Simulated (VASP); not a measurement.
Wanted: the native input for a VASP 6.6.1 run.

- Task: single point
- Functional: PBE
- Potentials or basis: VASP PAW PBE potentials, release 64 (N, Ga_d, As)
- Cutoff: 520 eV
- k mesh: 8 × 8 × 6
- Occupations: fermi-dirac, width 0.02 eV
- Spin: no spin polarisation
- Dipole correction: no
- Further INCAR settings: ALGO = Normal; EDIFF = 1e-07; NBANDS = 46

The structure of Ga4AsN3 lies in POSCAR:

```
Ga4AsN3
1.0
    6.2877982118     -1.6880076666      0.0324089734
    6.2877982118      1.6880076666      0.0324089734
   -2.7336108076      0.0000000000      5.2098206887
N Ga As
3 4 1
Direct
    1.0113229615      1.0113229615      0.6812687550
    0.7482497859      0.7482497859      0.0873660288
    0.4893706722      0.4893706722      0.1562704863
    0.1883082724      0.1883082724      0.8875513764
    0.9349243574      0.9349243574      0.2720634003
    0.6645714858      0.6645714858      0.2987549879
    0.4598651795      0.4598651795      0.7842028965
    0.2533872851      0.2533872851      0.5825220687
```

These files were run (other wordings do the same):

INCAR

```
SYSTEM = Ga4AsN3
ALGO = Normal ; EDIFF = 1E-7
ENCUT = 520 ; GGA = PE
ISIF = 2 ; ISMEAR = -1
LASPH = .True. ; LCHARG = .True.
LELF = .True. ; LREAL = .False.
LVHAR = .True. ; LWAVE = .False.
NBANDS = 46 ; NELM = 60
PREC = Accurate ; SIGMA = 0.02
```

KPOINTS

```
k-points
0
Gamma
  8 8 6
  0 0 0
```

Potentials or basis: VASP PAW PBE potentials, release 64 (N, Ga_d, As).

Command:

```console
$ cat potpaw_PBE.64/N/POTCAR potpaw_PBE.64/Ga_d/POTCAR potpaw_PBE.64/As/POTCAR > POTCAR
$ mpirun -np 1 vasp_std > vasp.out
```

Results of the run:

The pressure is 5.2 GPa. The largest force is 0.224 eV/Å and the band gap on the k mesh is zero (band 36 reaches 6.59 eV, above the bottom of band 37 at 6.24 eV).

Run time: 14 min on 1 thread of AMD EPYC 9R45 96-Core Processor (Zen 5), with other jobs on the host, peak memory 0.62 GiB.
